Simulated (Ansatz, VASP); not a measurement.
# WS2 in VASP and in Ansatz

File INCAR:

```
  PREC = Accurate
  ENCUT = 520
  EDIFF = 1E-7
  ISMEAR = 0
  SIGMA = 0.05
  LREAL = F
  LASPH = T
  NELM = 100
  ALGO = Normal
  ISIF = 2
  LWAVE = F
  LCHARG = F
  NBANDS = 35
```

File KPOINTS:

```
regular mesh
0
Gamma
  12 12 4
```

File POSCAR:

```
WS2
1.0
    3.1812289120      0.0000000000      0.0000000000
   -1.5906144560      2.7550250530      0.0000000000
    0.0000000000      0.0000000000     12.3643864273
W S
2 4
Direct
    0.3333333333      0.6666666667      0.2500000000
    0.6666666667      0.3333333333      0.7500000000
    0.3333333333      0.6666666667      0.6420050976
    0.6666666667      0.3333333333      0.1420050976
    0.3333333333      0.6666666667      0.8579949024
    0.6666666667      0.3333333333      0.3579949024
```

Input for Ansatz:

```yaml
crystal:
  lattice:
    - [3.181228912, 0.0, 0.0]
    - [-1.590614456, 2.755025053, 0.0]
    - [0.0, 0.0, 12.3643864273]
  atoms:
    - { symbol: W, position: [0.3333333333, 0.6666666667, 0.25] }
    - { symbol: W, position: [0.6666666667, 0.3333333333, 0.75] }
    - { symbol: S, position: [0.3333333333, 0.6666666667, 0.6420050976] }
    - { symbol: S, position: [0.6666666667, 0.3333333333, 0.1420050976] }
    - { symbol: S, position: [0.3333333333, 0.6666666667, 0.8579949024] }
    - { symbol: S, position: [0.6666666667, 0.3333333333, 0.3579949024] }
basis:
  ecutwfc: 420
kpoints:
  mp_grid: { grid: [12, 12, 4] }
hamiltonian:
  xc: lda
  pseudopotentials: { kind: paw, azcp: { folder: soft_1 } }
scf:
  occupations: { method: gaussian, width: 0.05 }
output:
  forces: true
  stress: true
  eigenvalues: true
```

Alike in both runs: task single point; functional LDA; k mesh 12 × 12 × 4; occupations gaussian, width 0.05 eV; no spin polarisation.

```csv
,VASP,Ansatz
version,VASP 6.6.1,Ansatz 0.2.0
potentials or method,"VASP PAW LDA potentials, release 64 (W_sv, S), cutoff 520 eV","scalar-relativistic, plane waves, PAW"
valence electrons in the cell,52,52
```

```tsv
	VASP	Ansatz	Ansatz less VASP
gap on the k mesh at the Fermi level (eV)	none	none	-
pressure (GPa)	24.1	23.8	-0.36
traceless stress, the component that is largest in VASP (GPa)	17.71	17.81	+0.101
rms of the force components (eV/Å)	2.593	2.573	-0.0198
```

Ansatz warns that its potentials were made for another functional, while VASP's fit it. LDA's correlation is that of Perdew and Zunger in VASP and of Perdew and Wang (1992) in Ansatz. Atom by atom the forces differ by 0.020 eV/Å (rms over components). A gap of «none» marks a metal or a gap that the smearing closes.

Neither program's run includes spin-orbit coupling.
